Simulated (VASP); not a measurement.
# AlPt (Pm-3m) in VASP: notebook

AlPt is run at these levels: PBEsol; tasks: single point, relaxation of cell and atoms.

Program: VASP 6.6.1. These are calculated values, not measurements. Logs are shortened: lines on timing, memory, paths and dates and some standing lists are left out, and cuts for length are marked.

**1. The cell of the first run**

The structure is cubic, space group Pm-3m (No. 221). Conventional cell: a = 3.060 Å, b = 3.060 Å, c = 3.060 Å, α = 90.00°, β = 90.00°, γ = 90.00°. Al (site symmetry m-3m) has 8 Pt at 2.65 Å and 6 Al at 3.06 Å within 3.5 Å. Pt (site symmetry m-3m) has 8 Al at 2.65 Å and 6 Pt at 3.06 Å within 3.5 Å.

**2. Single point, PBEsol**

Contents of INCAR:

```
PREC     = Accurate       # precision mode
ENCUT    = 520            # plane-wave cutoff, eV
EDIFF    = 1E-7           # SCF threshold, eV
ISMEAR   = 0              # smearing method
SIGMA    = 0.1            # smearing width, eV
LREAL    = False          # projectors in reciprocal space
LASPH    = True           # aspherical terms in the spheres
NELM     = 80             # most SCF steps
ALGO     = Normal         # electronic algorithm
ISIF     = 2              # what is computed and relaxed
LWAVE    = False          # write WAVECAR
LCHARG   = False          # write CHGCAR
GGA      = PS             # functional
NBANDS   = 14             # bands
```

Contents of KPOINTS:

```
regular mesh
0
Gamma
  14 14 14
```

Contents of POSCAR:

```
AlPt
1.0
    3.0601603425      0.0000000000      0.0000000000
    0.0000000000      3.0601603425      0.0000000000
    0.0000000000      0.0000000000      3.0601603425
Al Pt
1 1
Direct
    0.0000000000      0.0000000000      0.0000000000
    0.5000000000      0.5000000000      0.5000000000
```

Potentials or basis: VASP PAW PBE potentials, release 64 (Al, Pt).

Launch:

```bash
$ cat potpaw_PBE.64/Al/POTCAR potpaw_PBE.64/Pt/POTCAR > POTCAR
$ mpirun -np 1 vasp_std > vasp.out
```

OUTCAR:

```text
PREC = Accurate
   ENCUT = 520
   EDIFF = 1E-7
   ISMEAR = 0
   LREAL = False
   LASPH = True
   NELM = 80
   ISIF = 2
   GGA = PS

 ion  position               nearest neighbor table
   1  0.000  0.000  0.000-   2 2.65   2 2.65   2 2.65   2 2.65   2 2.65   2 2.65   2 2.65   2 2.65

   2  0.500  0.500  0.500-   1 2.65   1 2.65   1 2.65   1 2.65   1 2.65   1 2.65   1 2.65   1 2.65

  LATTYP: Found a simple cubic cell.
 ALAT       =     3.0601603425

  Lattice vectors:

 A1 = (   3.0601603425,   0.0000000000,   0.0000000000)
 A2 = (   0.0000000000,   3.0601603425,   0.0000000000)
 A3 = (   0.0000000000,   0.0000000000,   3.0601603425)

Analysis of symmetry for initial positions (statically):
=====================================================================
 Subroutine PRICEL returns:
 Original cell was already a primitive cell.

 Routine SETGRP: Setting up the symmetry group for a
 simple cubic supercell.

 Subroutine GETGRP returns: Found 48 space group operations
 (whereof 48 operations were pure point group operations)
 out of a pool of 48 trial point group operations.

The static configuration has the point symmetry O_h .

Analysis of symmetry for dynamics (positions and initial velocities):
=====================================================================
 Subroutine PRICEL returns:
 Original cell was already a primitive cell.

 Routine SETGRP: Setting up the symmetry group for a
 simple cubic supercell.

 Subroutine GETGRP returns: Found 48 space group operations
 (whereof 48 operations were pure point group operations)
 out of a pool of 48 trial point group operations.

The dynamic configuration has the point symmetry O_h .

 Subroutine INISYM returns: Found 48 space group operations
 (whereof 48 operations are pure point group operations),
 and found     1 'primitive' translations

----------------------------------------------------------------------------------------

                                     Primitive cell

  volume of cell :      28.6571

  direct lattice vectors                    reciprocal lattice vectors
     3.060160343  0.000000000  0.000000000     0.326780262  0.000000000  0.000000000
     0.000000000  3.060160343  0.000000000     0.000000000  0.326780262  0.000000000
     0.000000000  0.000000000  3.060160343     0.000000000  0.000000000  0.326780262

  length of vectors
     3.060160343  3.060160343  3.060160343     0.326780262  0.326780262  0.326780262

  position of ions in fractional coordinates (direct lattice)
     0.000000000  0.000000000  0.000000000
     0.500000000  0.500000000  0.500000000

  ion indices of the primitive-cell ions
   primitive index   ion index
                 1           1
                 2           2

----------------------------------------------------------------------------------------

 KPOINTS: regular mesh

Automatic generation of k-mesh.
 Grid dimensions read from file:
 generate k-points for:   14   14   14

 Generating k-lattice:

  Cartesian coordinates                     Fractional coordinates (reciprocal lattice)
     0.023341447  0.000000000  0.000000000     0.071428571  0.000000000  0.000000000
     0.000000000  0.023341447  0.000000000     0.000000000  0.071428571  0.000000000
     0.000000000  0.000000000  0.023341447     0.000000000  0.000000000  0.071428571

  Length of vectors
     0.023341447  0.023341447  0.023341447

  Shift w.r.t. Gamma in fractional coordinates (k-lattice)
     0.000000000  0.000000000  0.000000000

 Subroutine IBZKPT returns following result:
 ===========================================

 Found    120 irreducible k-points:

 Following reciprocal coordinates:
            Coordinates               Weight
  0.000000  0.000000  0.000000      1.000000
  0.071429  0.000000  0.000000      6.000000
  0.142857  0.000000  0.000000      6.000000
  0.214286  0.000000  0.000000      6.000000
  0.285714  0.000000  0.000000      6.000000
  0.357143  0.000000  0.000000      6.000000
[... 16 lines left out ...]
  0.285714  0.214286  0.000000     24.000000
  0.357143  0.214286  0.000000     24.000000
 [... further k-points ...]
   k-points           NKPTS =    120   k-points in BZ     NKDIM =    120   number of bands    NBANDS=     14
   number of dos      NEDOS =    301   number of ions     NIONS =      2
   total plane-waves  NPLWV =  13824
   dimension x,y,z NGX =    24 NGY =   24 NGZ =   24
   dimension x,y,z NGXF=    48 NGYF=   48 NGZF=   48
   ions per type =               1   1
   NGX,Y,Z   is equivalent  to a cutoff of  13.04, 13.04, 13.04 a.u.
   NGXF,Y,Z  is equivalent  to a cutoff of  26.08, 26.08, 26.08 a.u.
 SYSTEM =  unknown system
   PREC   = accura    normal or accurate (medium, high low for compatibility)
   ISTART =      0    job   : 0-new  1-cont  2-samecut
   ICHARG =      2    charge: 1-file 2-atom 10-const
   ISPIN  =      1    spin polarized calculation?
   LNONCOLLINEAR =      F non collinear calculations
   LSORBIT =      F    spin-orbit coupling
   LASPH  =      T    aspherical Exc in radial PAW
   ENCUT  =  520.0 eV  38.22 Ry    6.18 a.u.   5.69  5.69  5.69*2*pi/ulx,y,z
   NELM   =     80;   NELMIN=  2; NELMDL= -5     # of ELM steps
   EDIFF  = 0.1E-06   stopping-criterion for ELM
   LREAL  =      F    real-space projection
   EDIFFG = 0.1E-05   stopping-criterion for IOM
   NSW    =      0    number of steps for IOM
   IBRION =     -1    ionic relax: 0-MD 1-quasi-New 2-CG
   NFREE  =      0    steps in history (QN), initial steepest desc. (CG)
   ISIF   =      2    stress and relaxation
   ISYM   =      2    0-nonsym 1-usesym 2-fastsym
   POTIM  = 0.5000    time-step for ionic-motion
   TEBEG  =    0.0;   TEEND  =   0.0 temperature during run
   PSTRESS=    0.0 pullay stress
   NELECT =      13.0000    total number of electrons
   NUPDOWN=      -1.0000    fix difference up-down
   EMIN   =  10.00;   EMAX   =-10.00  energy-range for DOS
   EFERMI =   0.00;   METHOD = LEGACY
   ISMEAR =     0;   SIGMA  =   0.10  broadening in eV -4-tet -1-fermi 0-gaus
   EFERMI_NEDOS =   21; number of points for ismear=-14 and -15
   IALGO  =     38    algorithm
   IMIX   =      4    mixing-type and parameters
     AMIX     =   0.40;   BMIX     =  1.00
     AMIX_MAG =   1.60;   BMIX_MAG =  1.00
  volume/ion in A,a.u.               =      14.33        96.69
  Fermi-wavevector in a.u.,A,eV,Ry     =   1.257897  2.377081 21.528566  1.582305
  Thomas-Fermi vector in A             =   2.391533
   LORBIT       =      0    0 simple, 1 ext, 2 COOP (PROOUT), +10 PAW based schemes
   GGA     = PS    functional components
   LHFCALC =     F    Hartree Fock is set to
   AEXX    =    0.0000 exact exchange contribution
   IVDW    =     0    specifies the selected vdW correction
   LEPSILON=     F    determine dielectric tensor
   LRPA    =     F    only Hartree local field effects (RPA)
 non-spin polarized calculation
 Gauss-broadening in eV      SIGMA  =   0.10
  energy-cutoff  :      520.00
  volume of cell :       28.66
 maximum number of plane-waves:       804
 NGX is ok and might be reduce to    24
   NGX = 11   NGY = 11   NGZ = 11

 number of electron      12.9999997 magnetization

 Free energy of the ion-electron system (eV)
  ---------------------------------------------------
  ext. energy  EPLUGINS =         0.00000000
  ---------------------------------------------------
  free energy    TOTEN  =       -12.93396109 eV

  energy without entropy =      -12.92962665  energy(sigma->0) =      -12.93179387

 E-fermi :  11.1104     XC(G=0): -12.3513

 val. band max:       11.0735873221   @ k =   0.5000   0.5000   0.2857
 cond. band min:      11.1347179042   @ k =   0.5000   0.3571   0.3571
 fundamental gap:      0.0611305822
 Fermi energy:        11.1104076147

 k-point     1 :       0.0000    0.0000    0.0000
  band No.  band energies     occupation
      1      -0.7368      2.00000
      2       5.2888      2.00000
      3       5.2888      2.00000
      4       8.4075      2.00000
      5       8.4075      2.00000
      6       8.4075      2.00000
      7      15.0164      0.00000
      8      15.0164      0.00000
      9      15.0164      0.00000
     10      20.2648      0.00000
     11      20.2648      0.00000
     12      21.1048      0.00000
     13      28.9514      0.00000
     14      28.9514      0.00000

 k-point     2 :       0.0714    0.0000    0.0000
  band No.  band energies     occupation
      1      -0.6409      2.00000
      2       5.3162      2.00000
      3       5.3252      2.00000
      4       8.3102      2.00000
      5       8.3102      2.00000
      6       8.4174      2.00000
      7      14.4444      0.00000
      8      15.1930      0.00000
      9      15.1930      0.00000
     10      20.0718      0.00000
     11      20.5298      0.00000
     12      21.6045      0.00000
     13      28.5162      0.00000
     14      28.5162      0.00000

 k-point     3 :       0.1429    0.0000    0.0000
  band No.  band energies     occupation
      1      -0.3572      2.00000
      2       5.3945      2.00000
      3       5.4120      2.00000
      4       8.0571      2.00000
      5       8.0571      2.00000
      6       8.4454      2.00000
      7      13.2556      0.00000
      8      15.6837      0.00000
      9      15.6837      0.00000
     10      19.5655      0.00000
     11      20.7547      0.00000
     12      23.1480      0.00000
     13      27.3961      0.00000
     14      27.3961      0.00000
[... 324 lines left out ...]
 k-point    23 :       0.2857    0.2143    0.0000
  band No.  band energies     occupation
      1       1.4766      2.00000
      2       5.3542      2.00000
      3       6.1017      2.00000
      4       6.9145      2.00000
      5       7.5128      2.00000
      6       7.9336      2.00000
      7      11.8183      0.00000
      8      13.8943      0.00000
      9      18.5175      0.00000
     10      18.5219      0.00000
     11      22.2670      0.00000
     12      24.0991      0.00000
     13      24.4888      0.00000
     14      26.9284      0.00000

 k-point    24 :       0.3571    0.2143    0.0000
  band No.  band energies     occupation
      1       2.1576      2.00000
      2       4.9410      2.00000
      3       6.2206      2.00000
      4       7.0266      2.00000
      5       7.2702      2.00000
      6       7.9792      2.00000
      7      10.9361      1.98631
      8      14.5985      0.00000
      9      17.8864      0.00000
     10      19.3756      0.00000
     11      21.2850      0.00000
     12      23.1280      0.00000
     13      24.9361      0.00000
     14      26.3881      0.00000

 [... further k-points ...]

------------------------ aborting loop because EDIFF is reached ----------------------------------------

  FORCE on cell =-STRESS in cart. coord.  units (eV):
  Direction    XX          YY          ZZ          XY          YZ          ZX
  --------------------------------------------------------------------------------------
  -------------------------------------------------------------------------------------
  Total       -0.0110210     -0.0110210     -0.0110210     -0.0000000     -0.0000000     -0.0000000
  in kB       -0.6161690     -0.6161690     -0.6161690     -0.0000000     -0.0000000     -0.0000000
  external PRESSURE =      -0.6161690 kB  Pullay stress =       0.0000000 kB

 VOLUME and BASIS-vectors are now :
 -----------------------------------------------------------------------------
  energy-cutoff  :      520.00
  volume of cell :       28.66
      direct lattice vectors                 reciprocal lattice vectors
     3.060160343  0.000000000  0.000000000     0.326780262  0.000000000  0.000000000
     0.000000000  3.060160343  0.000000000     0.000000000  0.326780262  0.000000000
     0.000000000  0.000000000  3.060160343     0.000000000  0.000000000  0.326780262

 POSITION                                       TOTAL-FORCE (eV/Angst)
 -----------------------------------------------------------------------------------
      0.00000      0.00000      0.00000         0.000000      0.000000      0.000000
      1.53008      1.53008      1.53008         0.000000      0.000000      0.000000
 -----------------------------------------------------------------------------------
    total drift:                                0.000000     -0.000000     -0.000000

  FREE ENERGIE OF THE ION-ELECTRON SYSTEM (eV)
  ---------------------------------------------------
  free  energy   TOTEN  =       -12.9339610936 eV

  energy  without entropy=      -12.9296266491  energy(sigma->0) =      -12.93179387
```

Run time: 9.1 s. Hardware: 1 thread of Intel Xeon 6975P-C (Granite Rapids), shared host; peak memory 0.17 GiB.

Results:

```yaml
Free_energy: -12.9340 eV
Pressure: -0.1 GPa
```

Caveat: the PAW data sets were made with another functional, which shifts forces and pressure a little; spin-orbit coupling is left out, which moves the levels of the heavy elements.

(Part 1 of 2 ends here.)
